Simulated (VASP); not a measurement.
Here is a VASP 6.6.1 calculation.

The input POSCAR:

```
SnTe
1.0
    0.0000000000      3.5499283092      3.5499283092
    3.5499283092      0.0000000000      3.5499283092
    3.5499283092      3.5499283092      0.0000000000
Sn Te
1 1
Direct
    0.0000000000      0.0000000000      0.0000000000
    0.7500000000      0.7500000000      0.7500000000
```

The input INCAR.step1:

```
SYSTEM = SnTe
PREC     = Accurate       ! precision mode
ENCUT    = 520            ! plane-wave cutoff, eV
ISMEAR   = 1              ! smearing method
SIGMA    = 0.02           ! smearing width, eV
LREAL    = .FALSE.        ! projectors in reciprocal space
LASPH    = .TRUE.         ! aspherical terms in the spheres
NELM     = 60             ! most SCF steps
NBANDS   = 17             ! bands
GGA      = PE             ! functional
ALGO     = Normal         ! electronic algorithm
EDIFF    = 1E-4           ! SCF threshold, eV
LWAVE    = .TRUE.         ! write WAVECAR
LCHARG   = .FALSE.        ! write CHGCAR
```

Contents of INCAR.step2:

```
SYSTEM = SnTe
PREC     = Accurate       ! precision mode
ENCUT    = 520            ! plane-wave cutoff, eV
EDIFF    = 1E-6           ! SCF threshold, eV
ISMEAR   = 1              ! smearing method
SIGMA    = 0.02           ! smearing width, eV
LREAL    = .FALSE.        ! projectors in reciprocal space
LASPH    = .TRUE.         ! aspherical terms in the spheres
NELM     = 60             ! most SCF steps
ALGO     = Normal         ! electronic algorithm
ISIF     = 2              ! what is computed and relaxed
LWAVE    = .FALSE.        ! write WAVECAR
LCHARG   = .FALSE.        ! write CHGCAR
METAGGA  = R2SCAN         ! meta-GGA
LMIXTAU  = .TRUE.       
NBANDS   = 17             ! bands
ISTART   = 1
```

File KPOINTS:

```
Automatic mesh
0
G
  6 6 6
  0 0 0
```

Potentials or basis: VASP PAW PBE potentials, release 64 (Sn_d, Te).

Command:

```bash
$ cat potpaw_PBE.64/Sn_d/POTCAR potpaw_PBE.64/Te/POTCAR > POTCAR
$ cp INCAR.step1 INCAR
$ mpirun -np 1 vasp_std > vasp.out
$ cp INCAR.step2 INCAR
$ mpirun -np 1 vasp_std > vasp.out
```

Q: What does it give for the pressure?

A: 0.8 GPa.

Q: Predict the band gap on the k mesh.

A: 0.22 eV, indirect (least direct gap 0.83 eV).

Caveat: the PAW data sets were made with another functional, which shifts forces and pressure a little; spin-orbit coupling is left out, which moves the levels of the heavy elements. A k mesh can miss the band edges.
